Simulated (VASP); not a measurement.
# MnO (R-3m) in VASP: relaxation of shape and atoms at fixed volume with PBE

Aim: the relaxation of shape and atoms at fixed volume of MnO with PBE.

Program: VASP 6.6.1. These are calculated values, not measurements. Logs are shortened: lines on timing, memory, paths and dates and some standing lists are left out, and cuts for length are marked.

### 1 The cell of the first run

The structure is trigonal, space group R-3m (No. 166). The conventional cell has a = 3.161 Å, b = 3.161 Å, c = 7.394 Å, α = 90.00°, β = 90.00°, γ = 120.00°. Mn (site symmetry -3m) has 6 O at 2.20 Å within 2.9 Å. O (site symmetry -3m) has 6 Mn at 2.20 Å within 2.9 Å.

### 2 Relaxation of shape and atoms at fixed volume, PBE, collinear spin, antiferromagnetic start (10.67 Å³/atom)

The input, INCAR:

```
SYSTEM = MnO
PREC = Accurate
ENCUT = 600
EDIFF = 1E-7
ISMEAR = 0
SIGMA = 0.05
LREAL = .FALSE.
LASPH = .TRUE.
NELM = 150
ALGO = Normal
ISIF = 4
LWAVE = .FALSE.
LCHARG = .FALSE.
ISPIN = 2
MAGMOM = 4.45 -4.45 0 0
LORBIT = 11
LMAXMIX = 4
GGA = PE
IBRION = 2
NSW = 60
EDIFFG = -0.01
```

The input, KPOINTS:

```
Automatic mesh
0
G
  8 8 8
  0 0 0
```

The input, POSCAR:

```
MnO
1.0
   -2.1008449541     -2.1008449541      4.3362657094
   -4.3362657094     -2.1008449541      2.1008449541
   -2.1008449541     -4.3362657094      2.1008449541
Mn O
2 2
Direct
    0.0000000000      0.0000000000      0.0000000000
    0.5000000000      0.5000000000      0.5000000000
    1.2500000019     -0.7499999981     -0.7499999981
    1.7499999981     -0.2500000019     -0.2500000019
```

Potentials or basis: VASP PAW PBE potentials, release 64 (Mn_pv, O).

Run with:

```console
> cat potpaw_PBE.64/Mn_pv/POTCAR potpaw_PBE.64/O/POTCAR > POTCAR
> mpirun -np 1 vasp_std > vasp.out
```

OUTCAR:

```text
SYSTEM = MnO
   PREC = Accurate
   ENCUT = 600
   EDIFF = 1E-7
   ISMEAR = 0
   LREAL = .FALSE.
   LASPH = .TRUE.
   NELM = 150
   ISIF = 4
   ISPIN = 2
   LORBIT = 11
   GGA = PE
   IBRION = 2
   NSW = 60
   EDIFFG = -0.01

 ion  position               nearest neighbor table
   1  0.000  0.000  0.000-   4 2.20   4 2.20   4 2.20   3 2.20   3 2.20   3 2.20   2 3.07   2 3.07
                             2 3.07   2 3.07   2 3.07   2 3.07
   2  0.500  0.500  0.500-   3 2.20   4 2.20   3 2.20   3 2.20   4 2.20   4 2.20   1 3.07   1 3.07
                             1 3.07   1 3.07   1 3.07   1 3.07
   3  0.250  0.250  0.250-   1 2.20   1 2.20   1 2.20   2 2.20   2 2.20   2 2.20
   4  0.750  0.750  0.750-   1 2.20   1 2.20   1 2.20   2 2.20   2 2.20   2 2.20

  LATTYP: Found a trigonal (rhomboedric) cell.
 ALAT       =     5.2564531145
 COS(alpha) =     0.8191439806

  Lattice vectors:

 A1 = (  -2.1008449541,  -2.1008449541,   4.3362657094)
 A2 = (  -4.3362657094,  -2.1008449541,   2.1008449541)
 A3 = (  -2.1008449541,  -4.3362657094,   2.1008449541)

Analysis of symmetry for initial positions (statically):
=====================================================================
 Subroutine PRICEL returns following result:

  LATTYP: Found a trigonal (rhomboedric) cell.
 ALAT       =     3.0669411166
 COS(alpha) =     0.4687393099

  Lattice vectors:

 A1 = (  -2.1681328547,   0.0672879006,   2.1681328547)
 A2 = (  -2.1681328547,  -2.1681328547,  -0.0672879006)
 A3 = (   0.0672879006,  -2.1681328547,   2.1681328547)

   2 primitive cells build up your supercell.

 Routine SETGRP: Setting up the symmetry group for a
 trigonal (rhombohedral) supercell.

 Subroutine GETGRP returns: Found 12 space group operations
 (whereof 12 operations were pure point group operations)
 out of a pool of 12 trial point group operations.

The static configuration has the point symmetry D_3d.

Analysis of symmetry for dynamics (positions and initial velocities):
=====================================================================
 Subroutine PRICEL returns following result:

  LATTYP: Found a trigonal (rhomboedric) cell.
 ALAT       =     3.0669411166
 COS(alpha) =     0.4687393099

  Lattice vectors:

 A1 = (  -2.1681328547,   0.0672879006,   2.1681328547)
 A2 = (  -2.1681328547,  -2.1681328547,  -0.0672879006)
 A3 = (   0.0672879006,  -2.1681328547,   2.1681328547)

   2 primitive cells build up your supercell.

 Routine SETGRP: Setting up the symmetry group for a
 trigonal (rhombohedral) supercell.

 Subroutine GETGRP returns: Found 12 space group operations
 (whereof 12 operations were pure point group operations)
 out of a pool of 12 trial point group operations.

The dynamic configuration has the point symmetry D_3d.

Analysis of structural, dynamic, and magnetic symmetry:
=====================================================================
 Subroutine PRICEL returns following result:

  LATTYP: Found a trigonal (rhomboedric) cell.
 ALAT       =     3.0669411166
 COS(alpha) =     0.4687393099

  Lattice vectors:

 A1 = (  -2.1681328547,   0.0672879006,   2.1681328547)
 A2 = (  -2.1681328547,  -2.1681328547,  -0.0672879006)
 A3 = (   0.0672879006,  -2.1681328547,   2.1681328547)

   2 primitive cells build up your supercell.

 Routine SETGRP: Setting up the symmetry group for a
 trigonal (rhombohedral) supercell.

 Subroutine GETGRP returns: Found 12 space group operations
 (whereof 12 operations were pure point group operations)
 out of a pool of 12 trial point group operations.

The overall configuration has the point symmetry D_3d.

 Subroutine INISYM returns: Found 12 space group operations
 (whereof 12 operations are pure point group operations),
 and found     2 'primitive' translations

----------------------------------------------------------------------------------------

                                     Primitive cell

  volume of cell :      21.3325

  direct lattice vectors                    reciprocal lattice vectors
    -2.168132855  0.067287901  2.168132855    -0.227197064  0.220146014  0.227197064
    -2.168132855 -2.168132855 -0.067287901    -0.227197064 -0.227197064 -0.220146014
     0.067287901 -2.168132855  2.168132855     0.220146014 -0.227197064  0.227197064

  length of vectors
     3.066941117  3.066941117  3.066941117     0.389488484  0.389488484  0.389488484

  position of ions in fractional coordinates (direct lattice)
     0.000000000  0.000000000  0.000000000
     0.500000004  0.500000004  0.500000004

  ion indices of the primitive-cell ions
   primitive index   ion index
                 1           1
                 2           3

----------------------------------------------------------------------------------------

 KPOINTS: Automatic mesh

Automatic generation of k-mesh.
 Grid dimensions read from file:
 generate k-points for:    8    8    8

 Generating k-lattice:

  Cartesian coordinates                     Fractional coordinates (reciprocal lattice)
     0.013759126  0.013759126  0.042158759     0.125000000  0.000000000  0.000000000
    -0.042158759  0.013759126 -0.013759126     0.000000000  0.125000000  0.000000000
     0.013759126 -0.042158759 -0.013759126     0.000000000  0.000000000  0.125000000

  Length of vectors
     0.046432618  0.046432618  0.046432618

  Shift w.r.t. Gamma in fractional coordinates (k-lattice)
     0.000000000  0.000000000  0.000000000

 Subroutine IBZKPT returns following result:
 ===========================================

 Found     65 irreducible k-points:

 Following reciprocal coordinates:
            Coordinates               Weight
  0.000000  0.000000  0.000000      1.000000
  0.125000  0.000000  0.000000      6.000000
  0.250000  0.000000  0.000000      6.000000
  0.375000  0.000000  0.000000      6.000000
  0.500000  0.000000  0.000000      3.000000
  0.125000  0.125000  0.000000      6.000000
[... 16 lines left out ...]
  0.250000  0.125000  0.125000      6.000000
  0.375000  0.125000  0.125000      6.000000
 [... further k-points ...]
   k-points           NKPTS =     65   k-points in BZ     NKDIM =     65   number of bands    NBANDS=     23
   number of dos      NEDOS =    301   number of ions     NIONS =      4
   total plane-waves  NPLWV =  74088
   dimension x,y,z NGX =    42 NGY =   42 NGZ =   42
   dimension x,y,z NGXF=    84 NGYF=   84 NGZF=   84
   ions per type =               2   2
   NGX,Y,Z   is equivalent  to a cutoff of  13.28, 13.28, 13.28 a.u.
   NGXF,Y,Z  is equivalent  to a cutoff of  26.57, 26.57, 26.57 a.u.
 SYSTEM =  MnO
   PREC   = accura    normal or accurate (medium, high low for compatibility)
   ISTART =      0    job   : 0-new  1-cont  2-samecut
   ICHARG =      2    charge: 1-file 2-atom 10-const
   ISPIN  =      2    spin polarized calculation?
   LNONCOLLINEAR =      F non collinear calculations
   LSORBIT =      F    spin-orbit coupling
   LASPH  =      T    aspherical Exc in radial PAW
   ENCUT  =  600.0 eV  44.10 Ry    6.64 a.u.  10.50 10.50 10.50*2*pi/ulx,y,z
   NELM   =    150;   NELMIN=  2; NELMDL= -5     # of ELM steps
   EDIFF  = 0.1E-06   stopping-criterion for ELM
   LREAL  =      F    real-space projection
   EDIFFG = -.1E-01   stopping-criterion for IOM
   NSW    =     60    number of steps for IOM
   IBRION =      2    ionic relax: 0-MD 1-quasi-New 2-CG
   NFREE  =      1    steps in history (QN), initial steepest desc. (CG)
   ISIF   =      4    stress and relaxation
   ISYM   =      2    0-nonsym 1-usesym 2-fastsym
   POTIM  = 0.5000    time-step for ionic-motion
   TEBEG  =    0.0;   TEEND  =   0.0 temperature during run
   PSTRESS=    0.0 pullay stress
   NELECT =      38.0000    total number of electrons
   NUPDOWN=      -1.0000    fix difference up-down
   EMIN   =  10.00;   EMAX   =-10.00  energy-range for DOS
   EFERMI =   0.00;   METHOD = LEGACY
   ISMEAR =     0;   SIGMA  =   0.05  broadening in eV -4-tet -1-fermi 0-gaus
   EFERMI_NEDOS =   21; number of points for ismear=-14 and -15
   IALGO  =     38    algorithm
   IMIX   =      4    mixing-type and parameters
     AMIX     =   0.40;   BMIX     =  1.00
     AMIX_MAG =   1.60;   BMIX_MAG =  1.00
  volume/ion in A,a.u.               =      10.67        71.98
  Fermi-wavevector in a.u.,A,eV,Ry     =   1.575114  2.976533 33.755821  2.480983
  Thomas-Fermi vector in A             =   2.676146
   LORBIT       =     11    0 simple, 1 ext, 2 COOP (PROOUT), +10 PAW based schemes
   GGA     = PE    functional components
   LHFCALC =     F    Hartree Fock is set to
   AEXX    =    0.0000 exact exchange contribution
   IVDW    =     0    specifies the selected vdW correction
   LEPSILON=     F    determine dielectric tensor
   LRPA    =     F    only Hartree local field effects (RPA)
 conjugate gradient relaxation of ions
 spin polarized calculation
 Gauss-broadening in eV      SIGMA  =   0.05
  energy-cutoff  :      600.00
  volume of cell :       42.67
 maximum number of plane-waves:      1447
 NGX is ok and might be reduce to    42
   NGX = 21   NGY = 21   NGZ = 21

 number of electron      38.0000000 magnetization       0.0000000

 number of electron      38.0000012 magnetization      -0.0000000

 Free energy of the ion-electron system (eV)
  ---------------------------------------------------
  ext. energy  EPLUGINS =         0.00000000
  ---------------------------------------------------
  free energy    TOTEN  =       -33.12448991 eV

  energy without entropy =      -33.12448991  energy(sigma->0) =      -33.12448991

 E-fermi :   7.5744     XC(G=0): -12.0189

 val. band max:        7.2197918874   @ k =   0.5000   0.5000   0.5000
 cond. band min:       8.1587134070   @ k =   0.0000   0.0000   0.0000
 fundamental gap:      0.9389215197
 Fermi energy:         7.5743785996

 spin component 1

 k-point     1 :       0.0000    0.0000    0.0000
  band No.  band energies     occupation
      1     -42.5282      1.00000
      2     -42.4603      1.00000
      3     -42.4603      1.00000
      4     -37.8646      1.00000
      5     -37.8095      1.00000
      6     -37.8095      1.00000
[... 15 lines left out ...]
     22       9.3221      0.00000
     23       9.4418      0.00000

 k-point     2 :       0.1250    0.0000    0.0000
  band No.  band energies     occupation
      1     -42.5272      1.00000
      2     -42.4670      1.00000
      3     -42.4620      1.00000
      4     -37.8632      1.00000
      5     -37.8182      1.00000
      6     -37.8116      1.00000
[... 564 lines left out ...]
 k-point    24 :       0.3750    0.1250    0.1250
  band No.  band energies     occupation
      1     -42.5245      1.00000
      2     -42.4831      1.00000
      3     -42.4659      1.00000
      4     -37.8599      1.00000
      5     -37.8391      1.00000
      6     -37.8165      1.00000
[... 15 lines left out ...]
     22       9.6446      0.00000
     23       9.6905      0.00000

 [... further k-points ...]

 spin component 2

 k-point     1 :       0.0000    0.0000    0.0000
  band No.  band energies     occupation
      1     -42.5282      1.00000
      2     -42.4603      1.00000
      3     -42.4603      1.00000
      4     -37.8646      1.00000
      5     -37.8095      1.00000
      6     -37.8095      1.00000
[... 15 lines left out ...]
     22       9.3221      0.00000
     23       9.4418      0.00000

 k-point     2 :       0.1250    0.0000    0.0000
  band No.  band energies     occupation
      1     -42.5272      1.00000
      2     -42.4670      1.00000
      3     -42.4620      1.00000
      4     -37.8632      1.00000
      5     -37.8182      1.00000
      6     -37.8116      1.00000
[... 564 lines left out ...]
 k-point    24 :       0.3750    0.1250    0.1250
  band No.  band energies     occupation
      1     -42.5245      1.00000
      2     -42.4831      1.00000
      3     -42.4659      1.00000
      4     -37.8599      1.00000
      5     -37.8391      1.00000
      6     -37.8165      1.00000
[... 15 lines left out ...]
     22       9.6446      0.00000
     23       9.6905      0.00000

 [... further k-points ...]

------------------------ aborting loop because EDIFF is reached ----------------------------------------

  FORCE on cell =-STRESS in cart. coord.  units (eV):
  Direction    XX          YY          ZZ          XY          YZ          ZX
  --------------------------------------------------------------------------------------
  -------------------------------------------------------------------------------------
  Total        0.8571919      0.8571919      0.8571919     -0.0387385      0.0387385      0.0387385
  in kB       32.1896470     32.1896470     32.1896470     -1.4547246      1.4547246      1.4547246
  external PRESSURE =      32.1896470 kB  Pullay stress =       0.0000000 kB

 VOLUME and BASIS-vectors are now :
 -----------------------------------------------------------------------------
  energy-cutoff  :      600.00
  volume of cell :       42.67
      direct lattice vectors                 reciprocal lattice vectors
    -2.100844954 -2.100844954  4.336265709     0.110073007  0.110073007  0.337270071
    -4.336265709 -2.100844954  2.100844954    -0.337270071  0.110073007 -0.110073007
    -2.100844954 -4.336265709  2.100844954     0.110073007 -0.337270071 -0.110073007

 POSITION                                       TOTAL-FORCE (eV/Angst)
 -----------------------------------------------------------------------------------
      0.00000      0.00000      0.00000         0.000000      0.000000     -0.000000
     -4.26898     -4.26898      4.26898         0.000000      0.000000     -0.000000
     -2.13449     -2.13449      2.13449        -0.000000     -0.000000      0.000000
     -6.40347     -6.40347      6.40347         0.000000      0.000000      0.000000
 -----------------------------------------------------------------------------------
    total drift:                                0.000000      0.000000     -0.000000

  FREE ENERGIE OF THE ION-ELECTRON SYSTEM (eV)
  ---------------------------------------------------
  free  energy   TOTEN  =       -33.1244899101 eV

  energy  without entropy=      -33.1244899101  energy(sigma->0) =      -33.12448991

 reached required accuracy - stopping structural energy minimisation

 total charge

# of ion       s       p       d       tot
------------------------------------------
    1        0.205   6.185   4.994  11.384
    2        0.205   6.185   4.994  11.384
    3        1.558   3.430   0.000   4.989
    4        1.558   3.430   0.000   4.989
--------------------------------------------------
tot          3.527  19.231   9.987  32.745

 magnetization (x)

# of ion       s       p       d       tot
------------------------------------------
    1        0.017   0.017   4.271   4.306
    2       -0.017  -0.017  -4.271  -4.306
    3        0.000   0.000   0.000   0.000
    4        0.000   0.000   0.000   0.000
--------------------------------------------------
tot          0.000   0.000   0.000   0.000
```

Wall time 3.2 min (1 thread of Intel Xeon 6975P-C (Granite Rapids), shared host); peak memory 0.37 GiB.

What came out:

```
Free energy                                           : -33.1245 eV
Pressure after relaxing                               : 3.2 GPa
Band gap on the k mesh                                : 0.94 eV
Net moment                                            : 0.00 μB per cell
Site moments                                          : Mn +4.31, -4.31; O +0.00 μB
Valence electrons inside the program's atomic spheres : Mn 11.38; O 4.99
```

Stress tensor (GPa, compression positive):
```
 3.22 -0.15  0.15
-0.15  3.22  0.15
 0.15  0.15  3.22
```

Final structure:
```
Mn O
1.0
    -2.10084   -2.10084    4.33627
    -4.33627   -2.10084    2.10084
    -2.10084   -4.33627    2.10084
Mn O
2 2
Direct
  0.00000 0.00000 0.00000
  0.50000 0.50000 0.50000
  0.25000 0.25000 0.25000
  0.75000 0.75000 0.75000
```

Levels at points of the mesh, in eV from the valence-band top:
Spin up:
| k point | band 16 | band 17 | band 18 | band 19 | band 20 | band 21 | band 22 | band 23 |
| --- | --- | --- | --- | --- | --- | --- | --- | --- |
| (0.00, 0.00, 0.00) | -2.19 | -1.86 | -0.73 | -0.73 | 0.94 | 2.10 | 2.10 | 2.22 |
| (0.50, 0.00, 0.00) | -1.55 | -1.34 | -0.23 | -0.09 | 1.25 | 2.72 | 2.81 | 3.33 |
| (0.50, 0.50, 0.00) | -1.55 | -1.39 | -0.37 | -0.21 | 1.66 | 2.78 | 2.84 | 3.72 |
| (0.50, 0.50, 0.50) | -2.12 | -1.86 | 0.00 | 0.00 | 1.64 | 1.97 | 1.97 | 3.26 |
Spin down:
```tsv
k point	band 17	band 18	band 19	band 20	band 21	band 22
(0.00, 0.00, 0.00)	-1.86	-0.73	-0.73	0.94	2.10	2.10
(0.50, 0.00, 0.00)	-1.34	-0.23	-0.09	1.25	2.72	2.81
(0.50, 0.50, 0.00)	-1.39	-0.37	-0.21	1.66	2.78	2.84
(0.50, 0.50, 0.50)	-1.86	0.00	0.00	1.64	1.97	1.97
```

A k mesh can miss the band edges. Expect the measured gap to be larger: semilocal functionals such as PBE lack the derivative discontinuity.
